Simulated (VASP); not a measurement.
Input of a VASP 6.6.1 run:

File INCAR:

```
PREC = Accurate ; ENCUT = 520
EDIFF = 1E-6 ; ISMEAR = 0
SIGMA = 0.15 ; LREAL = F
LASPH = T ; NELM = 60
ALGO = Fast ; ISIF = 2
LWAVE = F ; LCHARG = F
GGA = PE ; IVDW = 12
NBANDS = 8
```

Contents of KPOINTS:

```
Automatic mesh
0
Gamma
  26 26 26
```

Contents of POSCAR:

```
Al
1.0
    0.0000000000      1.9913628294      1.8320538030
    1.9913628294      0.0000000000      1.8320538030
    1.9913628294      1.9913628294      0.0000000000
Al
1
Direct
    0.0000000000      0.0000000000      0.0000000000
```

Potentials or basis: VASP PAW PBE potentials, release 64 (Al).

Launch:

```console
$ cat potpaw_PBE.64/Al/POTCAR > POTCAR
$ mpirun -np 1 vasp_std > vasp.out
```

Question: What does it give for the dispersion energy per atom?

Answer: -0.384 eV.

Question: What does it give for the pressure?

Answer: 9.2 GPa.

Stress tensor (GPa, compression positive):
```
 6.97  0.00  0.00
 0.00  6.97  0.00
 0.00  0.00 13.71
```

Caveat: the cell differs from its parent crystal (strain +0.000 along x and y, -0.080 along z); pairwise dispersion overbinds metals, which lowers pressure and volume.
